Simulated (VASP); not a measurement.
# Ge (Cmmm) in VASP: further runs

Ge is run at these levels: PBE, RPBE; tasks: single point, relaxation of cell and atoms.

All numbers are computed with VASP 6.6.1; they aren't measurements. Logs are shortened: lines on timing, memory, paths and dates and some standing lists are left out, and cuts for length are marked.

## Step 1: The cell of the first run

The structure is orthorhombic, space group Cmmm (No. 65). Conventional cell: a = 2.794 Å, b = 5.201 Å, c = 2.698 Å, α = 90.00°, β = 90.00°, γ = 90.00°. Within 3.6 Å of Ge (site symmetry mmm) lie 8 Ge at 2.70 to 2.95 Å.

## Step 2: Single point, PBE

Input file INCAR:

```
PREC = Accurate
ENCUT = 520
EDIFF = 1E-7
ISMEAR = 0
SIGMA = 0.020999999999999998
LREAL = False
LASPH = True
NELM = 80
ALGO = Normal
ISIF = 2
LWAVE = False
LCHARG = True
GGA = PE
LELF = True
LVHAR = True
NBANDS = 13
```

Input file KPOINTS:

```
Automatic mesh
0
Gamma
  11 11 10
```

Input file POSCAR:

```
Ge
1.0
    1.3971490000     -2.6005160000      0.0000000000
    1.3971490000      2.6005160000      0.0000000000
    0.0000000000      0.0000000000      2.6982310000
Ge
1
Direct
    0.5000000000      0.5000000000      0.0000000000
```

Potentials or basis: VASP PAW PBE potentials, release 64 (Ge_d).

Launch:

```
> cat potpaw_PBE.64/Ge_d/POTCAR > POTCAR
> mpirun -np 1 vasp_std > vasp.out
```

OUTCAR:

```text
PREC = Accurate
   ENCUT = 520
   EDIFF = 1E-7
   ISMEAR = 0
   LREAL = False
   LASPH = True
   NELM = 80
   ISIF = 2
   GGA = PE

 ion  position               nearest neighbor table
   1  0.500  0.500  0.000-

  LATTYP: Found a base centered orthorhombic cell.
 ALAT       =     2.7942980000
 B/A-ratio  =     1.8613018368
 C/A-ratio  =     0.9656203454

  Lattice vectors:

 A1 = (   1.3971490000,  -2.6005160000,   0.0000000000)
 A2 = (   1.3971490000,   2.6005160000,   0.0000000000)
 A3 = (   0.0000000000,   0.0000000000,   2.6982310000)

Analysis of symmetry for initial positions (statically):
=====================================================================
 Subroutine PRICEL returns:
 Original cell was already a primitive cell.

 Routine SETGRP: Setting up the symmetry group for a
 base centered orthorhombic supercell.

 Subroutine GETGRP returns: Found  8 space group operations
 (whereof  8 operations were pure point group operations)
 out of a pool of  8 trial point group operations.

The static configuration has the point symmetry D_2h.

Analysis of symmetry for dynamics (positions and initial velocities):
=====================================================================
 Subroutine PRICEL returns:
 Original cell was already a primitive cell.

 Routine SETGRP: Setting up the symmetry group for a
 base centered orthorhombic supercell.

 Subroutine GETGRP returns: Found  8 space group operations
 (whereof  8 operations were pure point group operations)
 out of a pool of  8 trial point group operations.

The dynamic configuration has the point symmetry D_2h.

 Subroutine INISYM returns: Found  8 space group operations
 (whereof  8 operations are pure point group operations),
 and found     1 'primitive' translations

----------------------------------------------------------------------------------------

                                     Primitive cell

  volume of cell :      19.6070

  direct lattice vectors                    reciprocal lattice vectors
     1.397149000 -2.600516000  0.000000000     0.357871637 -0.192269534  0.000000000
     1.397149000  2.600516000  0.000000000     0.357871637  0.192269534  0.000000000
     0.000000000  0.000000000  2.698231000     0.000000000  0.000000000  0.370613191

  length of vectors
     2.952068562  2.952068562  2.698231000     0.406250763  0.406250763  0.370613191

  position of ions in fractional coordinates (direct lattice)
     0.500000000  0.500000000  0.000000000

  ion indices of the primitive-cell ions
   primitive index   ion index
                 1           1

----------------------------------------------------------------------------------------

 KPOINTS: Automatic mesh

Automatic generation of k-mesh.
 Grid dimensions read from file:
 generate k-points for:   11   11   10

 Generating k-lattice:

  Cartesian coordinates                     Fractional coordinates (reciprocal lattice)
     0.032533785 -0.017479049  0.000000000     0.090909091  0.000000000  0.000000000
     0.032533785  0.017479049  0.000000000     0.000000000  0.090909091  0.000000000
     0.000000000  0.000000000  0.037061319     0.000000000  0.000000000  0.100000000

  Length of vectors
     0.036931888  0.036931888  0.037061319

  Shift w.r.t. Gamma in fractional coordinates (k-lattice)
     0.000000000  0.000000000  0.000000000

 Subroutine IBZKPT returns following result:
 ===========================================

 Found    216 irreducible k-points:

 Following reciprocal coordinates:
            Coordinates               Weight
  0.000000  0.000000  0.000000      1.000000
  0.090909  0.000000  0.000000      4.000000
  0.181818 -0.000000  0.000000      4.000000
  0.272727 -0.000000  0.000000      4.000000
  0.363636 -0.000000  0.000000      4.000000
  0.454545 -0.000000  0.000000      4.000000
[... 16 lines left out ...]
 -0.272727  0.181818  0.000000      4.000000
 -0.181818  0.181818  0.000000      2.000000
 [... further k-points ...]
   k-points           NKPTS =    216   k-points in BZ     NKDIM =    216   number of bands    NBANDS=     13
   number of dos      NEDOS =    301   number of ions     NIONS =      1
   total plane-waves  NPLWV =  11520
   dimension x,y,z NGX =    24 NGY =   24 NGZ =   20
   dimension x,y,z NGXF=    48 NGYF=   48 NGZF=   40
   ions per type =               1
   NGX,Y,Z   is equivalent  to a cutoff of  13.52, 13.52, 12.32 a.u.
   NGXF,Y,Z  is equivalent  to a cutoff of  27.03, 27.03, 24.65 a.u.
 SYSTEM =  unknown system
   PREC   = accura    normal or accurate (medium, high low for compatibility)
   ISTART =      0    job   : 0-new  1-cont  2-samecut
   ICHARG =      2    charge: 1-file 2-atom 10-const
   ISPIN  =      1    spin polarized calculation?
   LNONCOLLINEAR =      F non collinear calculations
   LSORBIT =      F    spin-orbit coupling
   LASPH  =      T    aspherical Exc in radial PAW
   ENCUT  =  520.0 eV  38.22 Ry    6.18 a.u.   5.49  5.49  5.02*2*pi/ulx,y,z
   NELM   =     80;   NELMIN=  2; NELMDL= -5     # of ELM steps
   EDIFF  = 0.1E-06   stopping-criterion for ELM
   LREAL  =      F    real-space projection
   EDIFFG = 0.1E-05   stopping-criterion for IOM
   NSW    =      0    number of steps for IOM
   IBRION =     -1    ionic relax: 0-MD 1-quasi-New 2-CG
   NFREE  =      0    steps in history (QN), initial steepest desc. (CG)
   ISIF   =      2    stress and relaxation
   ISYM   =      2    0-nonsym 1-usesym 2-fastsym
   POTIM  = 0.5000    time-step for ionic-motion
   TEBEG  =    0.0;   TEEND  =   0.0 temperature during run
   PSTRESS=    0.0 pullay stress
   NELECT =      14.0000    total number of electrons
   NUPDOWN=      -1.0000    fix difference up-down
   EMIN   =  10.00;   EMAX   =-10.00  energy-range for DOS
   EFERMI =   0.00;   METHOD = LEGACY
   ISMEAR =     0;   SIGMA  =   0.02  broadening in eV -4-tet -1-fermi 0-gaus
   EFERMI_NEDOS =   21; number of points for ismear=-14 and -15
   IALGO  =     38    algorithm
   IMIX   =      4    mixing-type and parameters
     AMIX     =   0.40;   BMIX     =  1.00
     AMIX_MAG =   1.60;   BMIX_MAG =  1.00
  volume/ion in A,a.u.               =      19.61       132.31
  Fermi-wavevector in a.u.,A,eV,Ry     =   1.463234  2.765111 29.130796  2.141053
  Thomas-Fermi vector in A             =   2.579353
   LORBIT       =      0    0 simple, 1 ext, 2 COOP (PROOUT), +10 PAW based schemes
   GGA     = PE    functional components
   LHFCALC =     F    Hartree Fock is set to
   AEXX    =    0.0000 exact exchange contribution
   IVDW    =     0    specifies the selected vdW correction
   LEPSILON=     F    determine dielectric tensor
   LRPA    =     F    only Hartree local field effects (RPA)
 non-spin polarized calculation
 Gauss-broadening in eV      SIGMA  =   0.02
  energy-cutoff  :      520.00
  volume of cell :       19.61
 maximum number of plane-waves:       542
 NGX is ok and might be reduce to    24
   NGX = 11   NGY = 11   NGZ = 11

 number of electron      14.0000003 magnetization

 Free energy of the ion-electron system (eV)
  ---------------------------------------------------
  ext. energy  EPLUGINS =         0.00000000
  ---------------------------------------------------
  free energy    TOTEN  =        -4.26681648 eV

  energy without entropy =       -4.26664026  energy(sigma->0) =       -4.26672837

 E-fermi :   6.2000     XC(G=0): -11.0383

 val. band max:        6.1968050158   @ k =   0.4545   0.0909   0.4000
 cond. band min:       6.2145935666   @ k =   0.1818   0.1818   0.3000
 fundamental gap:      0.0177885508
 Fermi energy:         6.1999898932

 k-point     1 :       0.0000    0.0000    0.0000
  band No.  band energies     occupation
      1     -18.5244      2.00000
      2     -18.4715      2.00000
      3     -18.4209      2.00000
      4     -18.3153      2.00000
      5     -18.2946      2.00000
      6      -6.6458      2.00000
      7      12.8818      0.00000
      8      13.3517      0.00000
      9      14.8619      0.00000
     10      16.3757      0.00000
     11      18.7116      0.00000
     12      21.0925      0.00000
     13      21.2212      0.00000

 k-point     2 :       0.0909    0.0000    0.0000
  band No.  band energies     occupation
      1     -18.5187      2.00000
      2     -18.4628      2.00000
      3     -18.4219      2.00000
      4     -18.3166      2.00000
      5     -18.2986      2.00000
      6      -6.4452      2.00000
      7      12.4764      0.00000
      8      13.0767      0.00000
      9      13.3083      0.00000
     10      16.8233      0.00000
     11      18.4108      0.00000
     12      20.0270      0.00000
     13      22.3933      0.00000

 k-point     3 :       0.1818   -0.0000    0.0000
  band No.  band energies     occupation
      1     -18.5065      2.00000
      2     -18.4459      2.00000
      3     -18.4152      2.00000
      4     -18.3208      2.00000
      5     -18.3082      2.00000
      6      -5.8442      2.00000
      7       9.6875      0.00000
      8      11.8779      0.00000
      9      13.6492      0.00000
     10      16.2420      0.00000
     11      17.9477      0.00000
     12      21.9563      0.00000
     13      25.0163      0.00000
[... 305 lines left out ...]
 k-point    23 :      -0.2727    0.1818    0.0000
  band No.  band energies     occupation
      1     -18.5063      2.00000
      2     -18.4619      2.00000
      3     -18.3852      2.00000
      4     -18.3325      2.00000
      5     -18.3013      2.00000
      6      -5.3896      2.00000
      7       7.0568      0.00000
      8      11.1857      0.00000
      9      14.0446      0.00000
     10      17.8510      0.00000
     11      19.1525      0.00000
     12      22.7428      0.00000
     13      27.1154      0.00000

 k-point    24 :      -0.1818    0.1818    0.0000
  band No.  band energies     occupation
      1     -18.5157      2.00000
      2     -18.4675      2.00000
      3     -18.3961      2.00000
      4     -18.3270      2.00000
      5     -18.2969      2.00000
      6      -5.9389      2.00000
      7       8.4560      0.00000
      8      13.4309      0.00000
      9      13.5437      0.00000
     10      16.8168      0.00000
     11      18.3410      0.00000
     12      24.0006      0.00000
     13      24.0383      0.00000

 [... further k-points ...]

------------------------ aborting loop because EDIFF is reached ----------------------------------------

  FORCE on cell =-STRESS in cart. coord.  units (eV):
  Direction    XX          YY          ZZ          XY          YZ          ZX
  --------------------------------------------------------------------------------------
  -------------------------------------------------------------------------------------
  Total        0.1363605     -0.3464290     -0.0242710      0.0000000      0.0000000      0.0000000
  in kB       11.1426312    -28.3082762     -1.9832896      0.0000000      0.0000000      0.0000000
  external PRESSURE =      -6.3829782 kB  Pullay stress =       0.0000000 kB

 VOLUME and BASIS-vectors are now :
 -----------------------------------------------------------------------------
  energy-cutoff  :      520.00
  volume of cell :       19.61
      direct lattice vectors                 reciprocal lattice vectors
     1.397149000 -2.600516000  0.000000000     0.357871637 -0.192269534  0.000000000
     1.397149000  2.600516000  0.000000000     0.357871637  0.192269534  0.000000000
     0.000000000  0.000000000  2.698231000     0.000000000  0.000000000  0.370613191

 POSITION                                       TOTAL-FORCE (eV/Angst)
 -----------------------------------------------------------------------------------
      1.39715      0.00000      0.00000        -0.000000     -0.000000      0.000000
 -----------------------------------------------------------------------------------
    total drift:                               -0.000000     -0.000000     -0.000000

  FREE ENERGIE OF THE ION-ELECTRON SYSTEM (eV)
  ---------------------------------------------------
  free  energy   TOTEN  =        -4.2668164793 eV

  energy  without entropy=       -4.2666402561  energy(sigma->0) =       -4.26672837
```

It took 44 s on 1 thread of Intel Xeon 8259CL, shared host; peak memory 0.17 GiB.

What came out:

- Free energy: -4.2668 eV
- Pressure: -0.6 GPa
- Band gap on the k mesh: zero (bands 7 and 8 overlap by 9.06 eV)

Stress tensor (GPa, compression positive):
```
 1.11  0.00  0.00
 0.00 -2.83  0.00
 0.00  0.00 -0.20
```

Levels at points of the mesh, in eV from the Fermi level:
```tsv
k point	band 3	band 4	band 5	band 6	band 7	band 8	band 9	band 10	band 11	band 12
(0.00, 0.00, 0.00)	-24.62	-24.52	-24.49	-12.85	6.68	7.15	8.66	10.18	12.51	14.89
(0.00, 0.00, 0.50)	-24.58	-24.56	-24.53	-9.08	-5.66	9.98	11.49	16.04	16.13	17.28
```

## Step 3: Single point, PBE

Input file INCAR:

```
PREC = Accurate
ENCUT = 520
EDIFF = 1E-6
ISMEAR = 0
SIGMA = 0.022
LREAL = False
LASPH = True
NELM = 60
ALGO = Normal
ISIF = 2
LWAVE = False
LCHARG = True
GGA = PE
LELF = True
LVHAR = True
NBANDS = 13
```

Input file KPOINTS:

```
regular mesh
0
Gamma
  11 11 10
```

POSCAR is that of step 2.

Potentials or basis: VASP PAW PBE potentials, release 64 (Ge_d).

Launch:

```
> cat potpaw_PBE.64/Ge_d/POTCAR > POTCAR
> mpirun -np 1 vasp_std > vasp.out
```

Run time: 51 s. Hardware: 1 thread of Intel Xeon 8259CL, shared host; peak memory 0.17 GiB.

It converged, with:

| Property | Result |
| --- | --- |
| Free energy | -4.2668 eV |
| Pressure | -0.8 GPa |
| Band gap on the k mesh | zero (bands 7 and 8 overlap by 9.06 eV) |

Stress tensor (GPa, compression positive):
```
 0.92  0.00  0.00
 0.00 -3.01  0.00
 0.00  0.00 -0.43
```

Levels at points of the mesh, in eV from the Fermi level:
| k point | band 5 | band 6 | band 7 | band 8 | band 9 | band 10 |
| --- | --- | --- | --- | --- | --- | --- |
| (0.00, 0.00, 0.00) | -24.49 | -12.85 | 6.68 | 7.15 | 8.66 | 10.18 |
| (0.00, 0.00, 0.50) | -24.53 | -9.08 | -5.66 | 9.98 | 11.49 | 16.04 |

## Step 4: Single point, PBE

Input file INCAR:

```
PREC = Accurate
ENCUT = 520
EDIFF = 1E-6
ISMEAR = 0
SIGMA = 0.023
LREAL = False
LASPH = True
NELM = 100
ALGO = Normal
ISIF = 2
LWAVE = False
LCHARG = False
GGA = PE
NBANDS = 13
```

KPOINTS is that of step 3.

POSCAR is that of step 3.

Launch:

```
> cat potpaw_PBE.64/Ge_d/POTCAR > POTCAR
> mpirun -np 1 vasp_std > vasp.out
```

Run time: 56 s. Hardware: 1 thread of Intel Xeon 8259CL, shared host; peak memory 0.17 GiB.

Results (log left out):

```
Free energy            : -4.2668 eV
Pressure               : -0.8 GPa
Band gap on the k mesh : zero (bands 7 and 8 overlap by 9.06 eV)
```

Stress tensor (GPa, compression positive):
```
 0.91  0.00  0.00
 0.00 -3.01  0.00
 0.00  0.00 -0.42
```

Levels at points of the mesh, in eV from the Fermi level:
```csv
k point,band 5,band 6,band 7,band 8,band 9,band 10
"(0.00, 0.00, 0.00)",-24.49,-12.85,6.68,7.15,8.66,10.18
"(0.00, 0.00, 0.50)",-24.53,-9.08,-5.66,9.98,11.49,16.04
```

## Step 5: Single point, PBE

Input file INCAR:

```
PREC     = Accurate       # precision mode
ENCUT    = 520            # plane-wave cutoff, eV
EDIFF    = 1E-7           # SCF threshold, eV
ISMEAR   = 0              # smearing method
SIGMA    = 0.024          # smearing width, eV
LREAL    = False          # projectors in reciprocal space
LASPH    = True           # aspherical terms in the spheres
NELM     = 100            # most SCF steps
ALGO     = Normal         # electronic algorithm
ISIF     = 2              # what is computed and relaxed
LWAVE    = False          # write WAVECAR
LCHARG   = False          # write CHGCAR
GGA      = PE             # functional
NBANDS   = 13             # bands
```

Input file KPOINTS:

```
Automatic mesh
0
Gamma
  11 11 10
```

POSCAR is that of step 4.

Potentials or basis: VASP PAW PBE potentials, release 64 (Ge_d).

Launch:

```
> cat potpaw_PBE.64/Ge_d/POTCAR > POTCAR
> mpirun -np 1 vasp_std > vasp.out
```

OUTCAR:

```text
PREC = Accurate
   ENCUT = 520
   EDIFF = 1E-7
   ISMEAR = 0
   LREAL = False
   LASPH = True
   NELM = 100
   ISIF = 2
   GGA = PE

 ion  position               nearest neighbor table
   1  0.500  0.500  0.000-

  LATTYP: Found a base centered orthorhombic cell.
 ALAT       =     2.7942980000
 B/A-ratio  =     1.8613018368
 C/A-ratio  =     0.9656203454

  Lattice vectors:

 A1 = (   1.3971490000,  -2.6005160000,   0.0000000000)
[... 564 lines left out ...]
     12      24.0007      0.00000
     13      24.0383      0.00000

 [... further k-points ...]

------------------------ aborting loop because EDIFF is reached ----------------------------------------

  FORCE on cell =-STRESS in cart. coord.  units (eV):
  Direction    XX          YY          ZZ          XY          YZ          ZX
  --------------------------------------------------------------------------------------
  -------------------------------------------------------------------------------------
  Total        0.1349861     -0.3468132     -0.0223926     -0.0000000      0.0000000      0.0000000
  in kB       11.0303268    -28.3396714     -1.8298040     -0.0000000      0.0000000      0.0000000
  external PRESSURE =      -6.3797162 kB  Pullay stress =       0.0000000 kB

 VOLUME and BASIS-vectors are now :
 -----------------------------------------------------------------------------
  energy-cutoff  :      520.00
  volume of cell :       19.61
      direct lattice vectors                 reciprocal lattice vectors
     1.397149000 -2.600516000  0.000000000     0.357871637 -0.192269534  0.000000000
     1.397149000  2.600516000  0.000000000     0.357871637  0.192269534  0.000000000
     0.000000000  0.000000000  2.698231000     0.000000000  0.000000000  0.370613191

 POSITION                                       TOTAL-FORCE (eV/Angst)
 -----------------------------------------------------------------------------------
      1.39715      0.00000      0.00000         0.000000     -0.000000      0.000000
 -----------------------------------------------------------------------------------
    total drift:                               -0.000000     -0.000000     -0.000000

  FREE ENERGIE OF THE ION-ELECTRON SYSTEM (eV)
  ---------------------------------------------------
  free  energy   TOTEN  =        -4.2668425272 eV

  energy  without entropy=       -4.2666272106  energy(sigma->0) =       -4.26673487
```

stdout:

```text
POSCAR found type information on POSCAR Ge
 POSCAR found :  1 types and       1 ions
 scaLAPACK will be used
 LDA part: xc-table for (Slater+PW92), standard interpolation
 POSCAR, INCAR and KPOINTS ok, starting setup
 FFT: planning ... GRIDC
 FFT: planning ... GRID_SOFT
 FFT: planning ... GRID
 WAVECAR not read
 entering main loop
```

Wall time 64 s (1 thread of Intel Xeon 8259CL, shared host); peak memory 0.17 GiB.

Results:

```
Free energy            : -4.2668 eV
Pressure               : -0.6 GPa
Band gap on the k mesh : zero (bands 7 and 8 overlap by 9.06 eV)
```

Levels at points of the mesh, in eV from the Fermi level:
```
           k point  band 3  band 4  band 5  band 6  band 7  band 8  band 9  band 10  band 11  band 12
(0.00, 0.00, 0.00)  -24.62  -24.52  -24.49  -12.85    6.68    7.15    8.66    10.18    12.51    14.89
(0.00, 0.00, 0.50)  -24.58  -24.56  -24.53   -9.08   -5.66    9.98   11.49    16.04    16.13    17.28
```

[end of part 1 of 2]
